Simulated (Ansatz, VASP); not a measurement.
## One calculation of B26P27Au, two programs

```
CELL_PARAMETERS angstrom
0.00000 6.79822 6.79822
6.79822 0.00000 6.79822
6.79822 6.79822 0.00000
ATOMIC_POSITIONS crystal
Au 0.00000 0.00000 0.00000
B 0.00000 0.00000 0.33333
B 0.00000 0.00000 0.66667
B 0.00000 0.33333 0.00000
B 0.00000 0.33333 0.33333
B 0.00000 0.33333 0.66667
B 0.00000 0.66667 0.00000
B 0.00000 0.66667 0.33333
B 0.00000 0.66667 0.66667
B 0.33333 0.00000 0.00000
B 0.33333 0.00000 0.33333
B 0.33333 0.00000 0.66667
B 0.33333 0.33333 0.00000
B 0.33333 0.33333 0.33333
B 0.33333 0.33333 0.66667
B 0.33333 0.66667 0.00000
B 0.33333 0.66667 0.33333
B 0.33333 0.66667 0.66667
B 0.66667 0.00000 0.00000
B 0.66667 0.00000 0.33333
B 0.66667 0.00000 0.66667
B 0.66667 0.33333 0.00000
B 0.66667 0.33333 0.33333
B 0.66667 0.33333 0.66667
B 0.66667 0.66667 0.00000
B 0.66667 0.66667 0.33333
B 0.66667 0.66667 0.66667
P 0.25000 0.25000 0.25000
P 0.25000 0.25000 0.58333
P 0.25000 0.25000 0.91667
P 0.25000 0.58333 0.25000
P 0.25000 0.58333 0.58333
P 0.25000 0.58333 0.91667
P 0.25000 0.91667 0.25000
P 0.25000 0.91667 0.58333
P 0.25000 0.91667 0.91667
P 0.58333 0.25000 0.25000
P 0.58333 0.25000 0.58333
P 0.58333 0.25000 0.91667
P 0.58333 0.58333 0.25000
P 0.58333 0.58333 0.58333
P 0.58333 0.58333 0.91667
P 0.58333 0.91667 0.25000
P 0.58333 0.91667 0.58333
P 0.58333 0.91667 0.91667
P 0.91667 0.25000 0.25000
P 0.91667 0.25000 0.58333
P 0.91667 0.25000 0.91667
P 0.91667 0.58333 0.25000
P 0.91667 0.58333 0.58333
P 0.91667 0.58333 0.91667
P 0.91667 0.91667 0.25000
P 0.91667 0.91667 0.58333
P 0.91667 0.91667 0.91667
```

Alike in both runs: task electric field gradients; functional PBE; k mesh 3 × 3 × 3; occupations fermi-dirac, width 0.01 eV; no spin polarisation.

|  | VASP | Ansatz |
| --- | --- | --- |
| version | VASP 6.6.1 | Ansatz 0.2.0 |
| potentials or method | VASP PAW PBE potentials, release 64 (Au, B, P) | plane-wave PAW, scalar-relativistic |
| plane-wave cutoff (eV) | 520 | 420 |
| valence electrons in the cell | 224 | 232 |

VASP gave:

- pressure (GPa): 10.4
- rms of the force components (eV/Å): 1.841
- size of Vzz on the site where it differs most (V/Å²): 39.4

Problem. Estimate Ansatz's values.

Solution. Pressure (GPa): 10.6; rms of the force components (eV/Å): 1.851; size of Vzz on the site where it differs most (V/Å²): 33.1.

Atom by atom the forces differ by 0.010 eV/Å (rms over components). With one functional, cell and mesh, what is left measures potentials, basis and numerics. VASP's potentials hold 224 valence electrons a cell and Ansatz's 232, so a difference there can come from the potentials and not from the codes.

Spin-orbit coupling is off throughout.
